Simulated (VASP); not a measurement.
Input of a VASP 6.6.1 run:

The input INCAR:

```
SYSTEM = ZnSe
PREC = Accurate
ENCUT = 520
EDIFF = 1E-6
ISMEAR = -1
SIGMA = 0.05
LREAL = .False.
LASPH = .True.
NELM = 60
ALGO = Normal
ISIF = 2
LWAVE = .False.
LCHARG = .False.
GGA = PE
NBANDS = 16
```

Contents of KPOINTS:

```
regular mesh
0
Gamma
  12 12 12
  0 0 0
```

The input POSCAR:

```
ZnSe
1.0
    0.0000000000      2.7021524635      2.7021524635
    2.7021524635      0.0000000000      2.7021524635
    2.7021524635      2.7021524635      0.0000000000
Zn Se
1 1
Direct
    0.0000000000      0.0000000000      0.0000000000
    0.2500000000      0.2500000000      0.2500000000
```

Potentials or basis: VASP PAW PBE potentials, release 64 (Zn, Se).

Launch:

```sh
$ cat potpaw_PBE.64/Zn/POTCAR potpaw_PBE.64/Se/POTCAR > POTCAR
$ mpirun -np 1 vasp_std > vasp.out
```

**Question.** Estimate the pressure.

**Answer.** 15.4 GPa.

**Question.** Estimate the band gap on the k mesh.

**Answer.** 1.90 eV, direct.

PBE gaps usually lie below the measured ones, often by a third to a half.
